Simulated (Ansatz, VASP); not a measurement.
One calculation of MgO, two programs

The input INCAR:

```
PREC = Accurate
ENCUT = 520
EDIFF = 1E-7
ISMEAR = 0
SIGMA = 0.05
LREAL = F
LASPH = T
NELM = 80
ALGO = Normal
ISIF = 2
LWAVE = F
LCHARG = F
GGA = PE
NBANDS = 26
```

Contents of KPOINTS:

```
regular mesh
0
Gamma
  9 9 4
```

File POSCAR:

```
MgO
1.0
    3.4068567894      0.0000000000      0.0000000000
   -1.7034283947      2.9504245266      0.0000000000
    0.0000000000      0.0000000000     10.9187784896
Mg O
4 4
Direct
    0.3333333333      0.6666666667      0.9694906392
    0.0000000000      0.0000000000      0.2208211786
    0.0000000000      0.0000000000      0.7208211786
    0.6666666667      0.3333333333      0.4694906392
    0.3333333333      0.6666666667      0.7800420079
    0.0000000000      0.0000000000      0.5296443544
    0.0000000000      0.0000000000      0.0296443544
    0.6666666667      0.3333333333      0.2800420079
```

Input for Ansatz:

```yaml
crystal:
  lattice:
    - [3.4068567894, 0.0, 0.0]
    - [-1.7034283947, 2.9504245266, 0.0]
    - [0.0, 0.0, 10.9187784896]
  atoms:
    - { symbol: Mg, position: [0.3333333333, 0.6666666667, 0.9694906392] }
    - { symbol: Mg, position: [0.0, 0.0, 0.2208211786] }
    - { symbol: Mg, position: [0.0, 0.0, 0.7208211786] }
    - { symbol: Mg, position: [0.6666666667, 0.3333333333, 0.4694906392] }
    - { symbol: O, position: [0.3333333333, 0.6666666667, 0.7800420079] }
    - { symbol: O, position: [0.0, 0.0, 0.5296443544] }
    - { symbol: O, position: [0.0, 0.0, 0.0296443544] }
    - { symbol: O, position: [0.6666666667, 0.3333333333, 0.2800420079] }
basis:
  ecutwfc: 520.0
kpoints:
  mp_grid: { grid: [9, 9, 4] }
hamiltonian:
  xc: pbe
  pseudopotentials: { kind: paw, azcp: { folder: soft_1 } }
scf:
  occupations: { method: gaussian, width: 0.05 }
output:
  forces: true
  stress: true
  eigenvalues: true
```

Alike in both runs: task single point; functional PBE; k mesh 9 × 9 × 4; occupations gaussian, width 0.05 eV; no spin polarisation.

|  | VASP | Ansatz |
| --- | --- | --- |
| version | VASP 6.6.1 | Ansatz 0.2.0 |
| potentials or method | VASP PAW PBE potentials, release 64 (Mg, O), cutoff 520 eV | scalar-relativistic, plane waves, PAW |
| valence electrons in the cell | 32 | 64 |

Ansatz gave:

```
gap on the k mesh at the Fermi level (eV)                     : 2.88
least direct gap on the mesh (eV)                             : 2.88
pressure (GPa)                                                : -10.3
traceless stress, the component that is largest in VASP (GPa) : 0.30
rms of the force components (eV/Å)                            : 0.016
```

Problem. Estimate VASP's values.

Solution. gap on the k mesh at the Fermi level (eV): 2.86; least direct gap on the mesh (eV): 2.86; pressure (GPa): -10.7; traceless stress, the component that is largest in VASP (GPa): 0.31; rms of the force components (eV/Å): 0.016.

Atom by atom the forces differ by 0.001 eV/Å (rms over components). VASP's potentials hold 32 valence electrons a cell and Ansatz's 64, so a difference there can come from the potentials and not from the codes.
